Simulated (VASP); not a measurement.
Write the native input for VASP 6.6.1 that does the following.

```
Task                   : relaxation of cell and atoms
Functional             : PBE
Potentials or basis    : VASP PAW PBE potentials, release 64 (Dy_3, Au), 4f in core
Cutoff                 : 500 eV
k mesh                 : 4 × 4 × 4
Occupations            : gaussian, width 0.1 eV
Spin                   : no spin polarisation
Dipole correction      : no
Further INCAR settings : ALGO = Normal; EDIFF = 1e-07; IBRION = 2; EDIFFG = -0.04; NSW = 90; ISIF = 3
```

The structure of Dy4Au lies in POSCAR:

```
Dy4Au
1.0
   -3.2774730500      3.2774730500      3.2774730500
    3.2774730500     -3.2774730500      3.2774730500
    3.2774730500      3.2774730500     -3.2774730500
Dy Au
4 1
Direct
    0.5000000000      0.5000000000      0.5000000000
    0.0000000000      0.0000000000      0.5000000000
    0.0000000000      0.5000000000      0.0000000000
    0.5000000000      0.0000000000      0.0000000000
    0.0000000000      0.0000000000      0.0000000000
```

The cell was generated, and may not be a known phase.

The input as run:

INCAR

```
SYSTEM = Dy4Au
PREC = Accurate
ENCUT = 500
EDIFF = 1E-7
ISMEAR = 0
SIGMA = 0.1
LREAL = .FALSE.
LASPH = .TRUE.
NELM = 200
ALGO = Normal
ISIF = 3
LWAVE = .FALSE.
LCHARG = .FALSE.
GGA = PE
IBRION = 2
NSW = 90
EDIFFG = -0.04
GGA_COMPAT = .FALSE.
NELMIN = 4
LMAXMIX = 6
```

KPOINTS

```
regular mesh
0
G
  4 4 4
  0 0 0
```

Potentials or basis: VASP PAW PBE potentials, release 64 (Dy_3, Au), 4f in core.

Command:

```console
$ cat potpaw_PBE.64/Dy_3/POTCAR potpaw_PBE.64/Au/POTCAR > POTCAR
$ mpirun -np 1 vasp_std > vasp.out
```

Results of the run:

```yaml
Relaxed_volume: 32.53 Å³/atom
Relaxed_cell: a = 5.956 Å, b = 5.956 Å, c = 5.956 Å, α = 109.47°, β = 109.47°, γ = 109.47°
Space_group_after_relaxing_to_0.1_Å: Im-3m (No. 229)
Energy_gained_by_relaxing: 106.6 meV/atom
Ionic_steps: 3
Pressure_after_relaxing: 0.0 GPa
Band_gap_on_the_k_mesh: zero (an odd number of electrons rules out a gap without spin polarisation)
```

Caveat: the volume moved by over 15 % at a fixed basis, so the end points are rough; the highest band is partly filled, so the run has too few bands; spin-orbit coupling is left out, which moves the levels of the heavy elements; the 4f electrons are frozen in the core, so they carry no moment and show no levels.

Run time: 71 s on 1 thread of AMD EPYC 9R45 (Zen 5), with other jobs on the host, peak memory 0.24 GiB.
